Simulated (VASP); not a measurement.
Set up this calculation in VASP 6.6.1, as the native input.

* Task: single point
* Functional: LDA
* Potentials or basis: VASP PAW LDA potentials, release 64 (Pb_d)
* Cutoff: 520 eV
* k mesh: 16 × 16 × 16
* Occupations: gaussian, width 0.15 eV
* Spin: no spin polarisation
* Dipole correction: no
* Further INCAR settings: ALGO = Normal; EDIFF = 1e-06; NBANDS = 13

The structure of Pb lies in POSCAR:

```
Pb
1.0
    0.0000000000      2.4698000000      2.3710080000
    2.4698000000      0.0000000000      2.3710080000
    2.4698000000      2.4698000000      0.0000000000
Pb
1
Direct
    0.0000000000      0.0000000000      0.0000000000
```

This cell differs from its parent crystal: strain +0.000 along x and y, -0.040 along z.

The input as run:

INCAR

```
PREC = Accurate
ENCUT = 520
EDIFF = 1E-6
ISMEAR = 0
SIGMA = 0.15
LREAL = F
LASPH = T
NELM = 60
ALGO = Normal
ISIF = 2
LWAVE = F
LCHARG = F
NBANDS = 13
```

KPOINTS

```
regular mesh
0
Gamma
  16 16 16
```

Potentials or basis: VASP PAW LDA potentials, release 64 (Pb_d).

The run is started by

```bash
$ cat potpaw_LDA.64/Pb_d/POTCAR > POTCAR
$ mpirun -np 1 vasp_std > vasp.out
```

Results of the run:

| Quantity | Value |
| --- | --- |
| Pressure | 0.2 GPa |
| Band gap on the k mesh | zero (bands 7 and 8 overlap by 9.53 eV) |

Caveat: the cell differs from its parent crystal (strain +0.000 along x and y, -0.040 along z); spin-orbit coupling is left out, which moves the levels of the heavy elements.

Run time: 2.7 min on 1 thread of Intel Xeon 8259CL (shared host), peak memory 0.24 GiB.
